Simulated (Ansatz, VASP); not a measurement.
**BP in VASP and in Ansatz**

```
B P
1.0
     0.00000    2.31438    2.26900
     2.31438    0.00000    2.26900
     2.31438    2.31438    0.00000
B P
1 1
Direct
  0.00000 0.00000 0.00000
  0.75000 0.75000 0.75000
```

Change from the starting cell: equal xx and yy strain of +2 %.

Alike in both runs: task single point; functional PBE; k mesh 15 × 15 × 15; occupations fermi-dirac, width 0.05 eV; no spin polarisation.

|  | VASP | Ansatz |
| --- | --- | --- |
| version | VASP 6.6.1 | Ansatz 0.2.0 |
| potentials or method | VASP PAW PBE potentials, release 64 (B, P), cutoff 520 eV | all-electron LAPW, scalar-relativistic |

Ansatz gave:

| Item | Value |
| --- | --- |
| pressure (GPa) | -5.0 |
| traceless stress, the component that is largest in VASP (GPa) | 3.33 |

Estimate VASP's values.

pressure (GPa): -5.2; traceless stress, the component that is largest in VASP (GPa): 3.33.

Ansatz ran all-electron here, and VASP with PAW potentials.
